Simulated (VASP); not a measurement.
# HfN: relaxation of cell and atoms with r2SCAN

Crystal: HfN.

```xyz
2
Lattice="0.0000 2.2560 2.2560 2.2560 0.0000 2.2560 2.2560 2.2560 0.0000" Properties=species:S:1:pos:R:3 pbc="T T T"
Hf    0.0000    0.0000    0.0000
N     2.2560    2.2560    2.2560
```

```yaml
Program: VASP 6.6.1
Task: relaxation of cell and atoms
Functional: r2SCAN
Potentials_or_basis: VASP PAW PBE potentials, release 64 (Hf_pv, N)
Cutoff: 600 eV
k_mesh: 12 × 12 × 12
Occupations: fermi-dirac, width 0.1 eV
Spin: no spin polarisation
Dipole_correction: no
Further_INCAR_settings: ALGO = Normal; EDIFF = 1e-06; IBRION = 2; EDIFFG = -0.001; NSW = 100; ISIF = 3
```

| Property | Result |
| --- | --- |
| Relaxed volume | 11.48 Å³/atom |
| Relaxed cell | a = 3.190 Å, b = 3.190 Å, c = 3.190 Å, α = 60.00°, β = 60.00°, γ = 60.00° |
| Space group after relaxing (to 0.05 Å) | Fm-3m (No. 225) |
| Energy gained by relaxing | 0.0 meV/atom |
| Ionic steps | 4 |
| Pressure after relaxing | 0.0 GPa |

Final structure:
```
CELL_PARAMETERS angstrom
0.00000 2.25585 2.25585
2.25585 0.00000 2.25585
2.25585 2.25585 0.00000
ATOMIC_POSITIONS crystal
Hf 0.00000 0.00000 0.00000
N 0.50000 0.50000 0.50000
```

Levels at points of the mesh, in eV from the Fermi level:
| k point | band 5 | band 6 | band 7 | band 8 | band 9 | band 10 | band 11 |
| --- | --- | --- | --- | --- | --- | --- | --- |
| (0.00, 0.00, 0.00) | -3.44 | -3.44 | -3.44 | -0.34 | -0.34 | -0.34 | 2.10 |
| (0.50, 0.00, 0.00) | -9.37 | -6.68 | -6.68 | 3.40 | 3.80 | 3.80 | 4.63 |
| (0.50, 0.50, 0.00) | -5.94 | -4.14 | -4.14 | -3.92 | 4.16 | 5.59 | 5.59 |

Run time: 4.4 min on 1 thread of Intel Xeon 8259CL (shared host), peak memory 0.19 GiB.

Caveat: the PAW data sets were made with another functional, which shifts forces and pressure a little; spin-orbit coupling is left out, which moves the levels of the heavy elements.
